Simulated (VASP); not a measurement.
# BaZrO3 (Pm-3m) in VASP: relaxation of the atoms with PBE

Aim: the relaxation of the atoms of BaZrO3 with PBE.

Program: VASP 6.6.1. These are calculated values, not measurements. Logs are shortened: lines on timing, memory, paths and dates and some standing lists are left out, and cuts for length are marked.

### 1 The cell of the first run

The structure is cubic, space group Pm-3m (No. 221). Conventional cell: a = 4.191 Å, b = 4.191 Å, c = 4.191 Å, α = 90.00°, β = 90.00°, γ = 90.00°. Ba (site symmetry m-3m) has 12 O at 2.96 Å and 8 Zr at 3.63 Å within 3.9 Å. Within 2.8 Å of Zr (site symmetry m-3m) lie 6 O at 2.10 Å. O (site symmetry 4/mmm) has 2 Zr at 2.10 Å within 2.8 Å.

### 2 Relaxation of the atoms, PBE

INCAR

```
SYSTEM = BaZrO3
ALGO = Normal
EDIFF = 1E-6
EDIFFG = -0.02
ENCUT = 520
GGA = PE
IBRION = 2
ISIF = 2
ISMEAR = -1
LASPH = .True.
LCHARG = .False.
LREAL = .False.
LWAVE = .False.
NELM = 100
NSW = 80
PREC = Accurate
SIGMA = 0.02
```

KPOINTS

```
k-points
0
Gamma
  5 5 5
  0 0 0
```

POSCAR

```
BaZrO3
1.0
    4.1913400000      0.0000000000      0.0000000000
    0.0000000000      4.1913400000      0.0000000000
    0.0000000000      0.0000000000      4.1913400000
Ba Zr O
1 1 3
Direct
    0.0000000000      0.0000000000      0.0000000000
    0.5000000000      0.5000000000      0.5000000000
    0.0000000000      0.5000000000      0.5000000000
    0.5000000000      0.0000000000      0.5000000000
    0.5000000000      0.5000000000      0.0000000000
```

Potentials or basis: VASP PAW PBE potentials, release 64 (Ba_sv, Zr_sv, O).

Command:

```
$ cat potpaw_PBE.64/Ba_sv/POTCAR potpaw_PBE.64/Zr_sv/POTCAR potpaw_PBE.64/O/POTCAR > POTCAR
$ mpirun -np 1 vasp_std > vasp.out
```

OUTCAR:

```text
SYSTEM = BaZrO3
   EDIFF = 1E-6
   EDIFFG = -0.02
   ENCUT = 520
   GGA = PE
   IBRION = 2
   ISIF = 2
   ISMEAR = -1
   LASPH = .True.
   LREAL = .False.
   NELM = 100
   NSW = 80
   PREC = Accurate

 ion  position               nearest neighbor table
   1  0.000  0.000  0.000-   3 2.96   4 2.96   5 2.96   3 2.96   4 2.96   3 2.96   5 2.96   3 2.96
                             4 2.96   5 2.96   4 2.96   5 2.96   2 3.63   2 3.63   2 3.63   2 3.63
   2  0.500  0.500  0.500-   3 2.10   4 2.10   5 2.10   5 2.10   4 2.10   3 2.10   1 3.63   1 3.63
                             1 3.63   1 3.63   1 3.63   1 3.63   1 3.63   1 3.63
   3  0.000  0.500  0.500-   2 2.10   2 2.10   1 2.96   1 2.96   1 2.96   1 2.96
   4  0.500  0.000  0.500-   2 2.10   2 2.10   1 2.96   1 2.96   1 2.96   1 2.96
   5  0.500  0.500  0.000-   2 2.10   2 2.10   1 2.96   1 2.96   1 2.96   1 2.96

  LATTYP: Found a simple cubic cell.
 ALAT       =     4.1913400000

  Lattice vectors:

 A1 = (   4.1913400000,   0.0000000000,   0.0000000000)
 A2 = (   0.0000000000,   4.1913400000,   0.0000000000)
 A3 = (   0.0000000000,   0.0000000000,   4.1913400000)

Analysis of symmetry for initial positions (statically):
=====================================================================
 Subroutine PRICEL returns:
 Original cell was already a primitive cell.

 Routine SETGRP: Setting up the symmetry group for a
 simple cubic supercell.

 Subroutine GETGRP returns: Found 48 space group operations
 (whereof 48 operations were pure point group operations)
 out of a pool of 48 trial point group operations.

The static configuration has the point symmetry O_h .

Analysis of symmetry for dynamics (positions and initial velocities):
=====================================================================
 Subroutine PRICEL returns:
 Original cell was already a primitive cell.

 Routine SETGRP: Setting up the symmetry group for a
 simple cubic supercell.

 Subroutine GETGRP returns: Found 48 space group operations
 (whereof 48 operations were pure point group operations)
 out of a pool of 48 trial point group operations.

The dynamic configuration has the point symmetry O_h .

 Subroutine INISYM returns: Found 48 space group operations
 (whereof 48 operations are pure point group operations),
 and found     1 'primitive' translations

----------------------------------------------------------------------------------------

                                     Primitive cell

  volume of cell :      73.6307

  direct lattice vectors                    reciprocal lattice vectors
     4.191340000  0.000000000  0.000000000     0.238587182  0.000000000  0.000000000
     0.000000000  4.191340000  0.000000000     0.000000000  0.238587182  0.000000000
     0.000000000  0.000000000  4.191340000     0.000000000  0.000000000  0.238587182

  length of vectors
     4.191340000  4.191340000  4.191340000     0.238587182  0.238587182  0.238587182

  position of ions in fractional coordinates (direct lattice)
     0.000000000  0.000000000  0.000000000
     0.500000000  0.500000000  0.500000000
     0.000000000  0.500000000  0.500000000
     0.500000000  0.000000000  0.500000000
     0.500000000  0.500000000  0.000000000

  ion indices of the primitive-cell ions
   primitive index   ion index
                 1           1
                 2           2
                 3           3
                 4           4
                 5           5

----------------------------------------------------------------------------------------

 KPOINTS: k-points

Automatic generation of k-mesh.
 Grid dimensions read from file:
 generate k-points for:    5    5    5

 Generating k-lattice:

  Cartesian coordinates                     Fractional coordinates (reciprocal lattice)
     0.047717436  0.000000000  0.000000000     0.200000000  0.000000000  0.000000000
     0.000000000  0.047717436  0.000000000     0.000000000  0.200000000  0.000000000
     0.000000000  0.000000000  0.047717436     0.000000000  0.000000000  0.200000000

  Length of vectors
     0.047717436  0.047717436  0.047717436

  Shift w.r.t. Gamma in fractional coordinates (k-lattice)
     0.000000000  0.000000000  0.000000000

 Subroutine IBZKPT returns following result:
 ===========================================

 Found     10 irreducible k-points:

 Following reciprocal coordinates:
            Coordinates               Weight
  0.000000  0.000000  0.000000      1.000000
  0.200000  0.000000  0.000000      6.000000
  0.400000  0.000000  0.000000      6.000000
  0.200000  0.200000  0.000000     12.000000
  0.400000  0.200000  0.000000     24.000000
  0.400000  0.400000  0.000000     12.000000
  0.200000  0.200000  0.200000      8.000000
  0.400000  0.200000  0.200000     24.000000
  0.400000  0.400000  0.200000     24.000000
  0.400000  0.400000  0.400000      8.000000
   k-points           NKPTS =     10   k-points in BZ     NKDIM =     10   number of bands    NBANDS=     24
   number of dos      NEDOS =    301   number of ions     NIONS =      5
   total plane-waves  NPLWV =  32768
   dimension x,y,z NGX =    32 NGY =   32 NGZ =   32
   dimension x,y,z NGXF=    64 NGYF=   64 NGZF=   64
   ions per type =               1   1   3
   NGX,Y,Z   is equivalent  to a cutoff of  12.69, 12.69, 12.69 a.u.
   NGXF,Y,Z  is equivalent  to a cutoff of  25.39, 25.39, 25.39 a.u.
 SYSTEM =  BaZrO3
   PREC   = accura    normal or accurate (medium, high low for compatibility)
   ISTART =      0    job   : 0-new  1-cont  2-samecut
   ICHARG =      2    charge: 1-file 2-atom 10-const
   ISPIN  =      1    spin polarized calculation?
   LNONCOLLINEAR =      F non collinear calculations
   LSORBIT =      F    spin-orbit coupling
   LASPH  =      T    aspherical Exc in radial PAW
   ENCUT  =  520.0 eV  38.22 Ry    6.18 a.u.   7.79  7.79  7.79*2*pi/ulx,y,z
   NELM   =    100;   NELMIN=  2; NELMDL= -5     # of ELM steps
   EDIFF  = 0.1E-05   stopping-criterion for ELM
   LREAL  =      F    real-space projection
   EDIFFG = -.2E-01   stopping-criterion for IOM
   NSW    =     80    number of steps for IOM
   IBRION =      2    ionic relax: 0-MD 1-quasi-New 2-CG
   NFREE  =      1    steps in history (QN), initial steepest desc. (CG)
   ISIF   =      2    stress and relaxation
   ISYM   =      2    0-nonsym 1-usesym 2-fastsym
   POTIM  = 0.5000    time-step for ionic-motion
   TEBEG  =    0.0;   TEEND  =   0.0 temperature during run
   PSTRESS=    0.0 pullay stress
   NELECT =      40.0000    total number of electrons
   NUPDOWN=      -1.0000    fix difference up-down
   EMIN   =  10.00;   EMAX   =-10.00  energy-range for DOS
   EFERMI =   0.00;   METHOD = LEGACY
   ISMEAR =    -1;   SIGMA  =   0.02  broadening in eV -4-tet -1-fermi 0-gaus
   EFERMI_NEDOS =   21; number of points for ismear=-14 and -15
   IALGO  =     38    algorithm
   IMIX   =      4    mixing-type and parameters
     AMIX     =   0.40;   BMIX     =  1.00
     AMIX_MAG =   1.60;   BMIX_MAG =  1.00
  volume/ion in A,a.u.               =      14.73        99.38
  Fermi-wavevector in a.u.,A,eV,Ry     =   1.335802  2.524299 24.277770  1.784366
  Thomas-Fermi vector in A             =   2.464478
   LORBIT       =      0    0 simple, 1 ext, 2 COOP (PROOUT), +10 PAW based schemes
   GGA     = PE    functional components
   LHFCALC =     F    Hartree Fock is set to
   AEXX    =    0.0000 exact exchange contribution
   IVDW    =     0    specifies the selected vdW correction
   LEPSILON=     F    determine dielectric tensor
   LRPA    =     F    only Hartree local field effects (RPA)
 conjugate gradient relaxation of ions
 non-spin polarized calculation
  energy-cutoff  :      520.00
  volume of cell :       73.63
 maximum number of plane-waves:      1993
 NGX is ok and might be reduce to    32
   NGX = 15   NGY = 15   NGZ = 15

 number of electron      40.0000000 magnetization

 Free energy of the ion-electron system (eV)
  ---------------------------------------------------
  ext. energy  EPLUGINS =         0.00000000
  ---------------------------------------------------
  free energy    TOTEN  =       -41.68482502 eV

  energy without entropy =      -41.68482502  energy(sigma->0) =      -41.68482502

 E-fermi :   4.1221     XC(G=0): -10.7714

 val. band max:        3.6853177682   @ k =   0.4000   0.4000   0.4000
 cond. band min:       6.9779549452   @ k =   0.0000   0.0000   0.0000
 fundamental gap:      3.2926371769
 Fermi energy:         4.1220681494

 k-point     1 :       0.0000    0.0000    0.0000
  band No.  band energies     occupation
      1     -43.2313      2.00000
      2     -21.5260      2.00000
      3     -21.3922      2.00000
      4     -21.3922      2.00000
      5     -21.3922      2.00000
      6     -12.5823      2.00000
[... 16 lines left out ...]
     23       6.9780      0.00000
     24       8.4436      0.00000

 k-point     2 :       0.2000    0.0000    0.0000
  band No.  band energies     occupation
      1     -43.2301      2.00000
      2     -21.6313      2.00000
      3     -21.3899      2.00000
      4     -21.3899      2.00000
      5     -21.3538      2.00000
      6     -12.6052      2.00000
[... 16 lines left out ...]
     23       7.8121      0.00000
     24       9.0398      0.00000

 k-point     3 :       0.4000    0.0000    0.0000
  band No.  band energies     occupation
      1     -43.2282      2.00000
      2     -21.7732      2.00000
      3     -21.3860      2.00000
      4     -21.3860      2.00000
      5     -21.3132      2.00000
      6     -12.7304      2.00000
[... 16 lines left out ...]
     23       9.2189      0.00000
     24      10.0376      0.00000
[... 136 lines left out ...]
 k-point     9 :       0.4000    0.4000    0.2000
  band No.  band energies     occupation
      1     -43.2241      2.00000
      2     -21.6390      2.00000
      3     -21.6103      2.00000
      4     -21.4709      2.00000
      5     -21.3960      2.00000
      6     -12.1108      2.00000
[... 16 lines left out ...]
     23      10.0070      0.00000
     24      10.6409      0.00000

 k-point    10 :       0.4000    0.4000    0.4000
  band No.  band energies     occupation
      1     -43.2222      2.00000
      2     -21.6126      2.00000
      3     -21.6050      2.00000
      4     -21.6050      2.00000
      5     -21.4002      2.00000
      6     -11.5464      2.00000
[... 16 lines left out ...]
     23       9.9181      0.00000
     24      10.7690      0.00000

------------------------ aborting loop because EDIFF is reached ----------------------------------------

  FORCE on cell =-STRESS in cart. coord.  units (eV):
  Direction    XX          YY          ZZ          XY          YZ          ZX
  --------------------------------------------------------------------------------------
  -------------------------------------------------------------------------------------
  Total        2.3397983      2.3397983      2.3397983     -0.0000000     -0.0000000      0.0000000
  in kB       50.9131916     50.9131916     50.9131916     -0.0000000     -0.0000000      0.0000000
  external PRESSURE =      50.9131916 kB  Pullay stress =       0.0000000 kB

 VOLUME and BASIS-vectors are now :
 -----------------------------------------------------------------------------
  energy-cutoff  :      520.00
  volume of cell :       73.63
      direct lattice vectors                 reciprocal lattice vectors
     4.191340000  0.000000000  0.000000000     0.238587182  0.000000000  0.000000000
     0.000000000  4.191340000  0.000000000     0.000000000  0.238587182  0.000000000
     0.000000000  0.000000000  4.191340000     0.000000000  0.000000000  0.238587182

 POSITION                                       TOTAL-FORCE (eV/Angst)
 -----------------------------------------------------------------------------------
      0.00000      0.00000      0.00000         0.000000      0.000000      0.000000
      2.09567      2.09567      2.09567         0.000000      0.000000      0.000000
      0.00000      2.09567      2.09567         0.000000      0.000000      0.000000
      2.09567      0.00000      2.09567         0.000000      0.000000      0.000000
      2.09567      2.09567      0.00000         0.000000      0.000000      0.000000
 -----------------------------------------------------------------------------------
    total drift:                                0.000000     -0.000000     -0.000000

  FREE ENERGIE OF THE ION-ELECTRON SYSTEM (eV)
  ---------------------------------------------------
  free  energy   TOTEN  =       -41.6848250186 eV

  energy  without entropy=      -41.6848250186  energy(sigma->0) =      -41.68482502

 reached required accuracy - stopping structural energy minimisation
```

It took 12 s on 1 thread of Intel Xeon Platinum 8488C (Sapphire Rapids), shared host; peak memory 0.18 GiB.

Results:

```yaml
Free_energy: -41.6848 eV
Pressure_after_relaxing: 5.1 GPa
Band_gap_on_the_k_mesh: 3.29 eV (least direct gap 3.41 eV)
```

Final structure:
```xyz
5
Lattice="4.1913 0.0000 0.0000 0.0000 4.1913 0.0000 0.0000 0.0000 4.1913" Properties=species:S:1:pos:R:3 pbc="T T T"
Ba    0.0000    0.0000    0.0000
Zr    2.0957    2.0957    2.0957
O     0.0000    2.0957    2.0957
O     2.0957    0.0000    2.0957
O     2.0957    2.0957    0.0000
```

Levels at points of the mesh, in eV from the valence-band top:
```
           k point  band 17  band 18  band 19  band 20  band 21  band 22  band 23  band 24
(0.00, 0.00, 0.00)    -0.88    -0.12    -0.12    -0.12     3.29     3.29     3.29     4.76
```

Caveat: the relaxation stopped at its first step, so nothing moved; spin-orbit coupling is left out, which moves the levels of the heavy elements; an odd mesh through Γ misses points on the zone boundary, where band edges can lie.
